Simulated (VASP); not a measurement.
Here is a VASP 6.6.1 calculation.

File INCAR:

```
SYSTEM = Tm3BF
PREC = Accurate
ENCUT = 600
EDIFF = 1E-7
ISMEAR = 0
SIGMA = 0.1
LREAL = .False.
LASPH = .True.
NELM = 200
ALGO = Normal
ISIF = 3
LWAVE = .False.
LCHARG = .False.
GGA = PE
IBRION = 2
NSW = 90
EDIFFG = -0.04
GGA_COMPAT = .False.
NELMIN = 4
LMAXMIX = 6
```

The input KPOINTS:

```
Automatic mesh
0
Gamma
  3 3 6
  0 0 0
```

POSCAR

```
Tm3BF
1.0
    6.0653457511      0.0000000000      0.0000000000
   -3.0326728756      5.2527435032      0.0000000000
    0.0000000000      0.0000000000      3.3806713898
Tm B F
3 1 1
Direct
    0.5000000000      0.0000000000      0.0000000000
    0.0000000000      0.5000000000      0.0000000000
    0.5000000000      0.5000000000      0.0000000000
    0.0000000000      0.0000000000      0.5000000000
    0.0000000000      0.0000000000      0.0000000000
```

Potentials or basis: VASP PAW PBE potentials, release 64 (Tm_3, B, F), 4f in core.

The run is started by

```bash
$ cat potpaw_PBE.64/Tm_3/POTCAR potpaw_PBE.64/B/POTCAR potpaw_PBE.64/F/POTCAR > POTCAR
$ mpirun -np 1 vasp_std > vasp.out
```

(1) Estimate the relaxed volume.

(2) Predict the relaxed cell.

(3) Predict the space group after relaxing (to 0.1 Å).

(4) What does it give for the band gap on the k mesh?

Answers

(1) 21.72 Å³/atom.

(2) a = 6.087 Å, b = 6.087 Å, c = 3.384 Å, α = 90.00°, β = 90.00°, γ = 120.00°.

(3) P6/mmm (No. 191).

(4) zero (an odd number of electrons rules out a gap without spin polarisation).

Caveat: the k points lie up to 0.40 Å⁻¹ apart in the final cell, too coarse for converged energies and pressures of a metal; spin-orbit coupling is left out, which moves the levels of the heavy elements; the 4f electrons are frozen in the core, so they carry no moment and show no levels; an odd number of electrons without spin polarisation forces a metal; a magnetic or distorted state may lie lower; the run has no spin polarisation, though such a crystal can be magnetic.
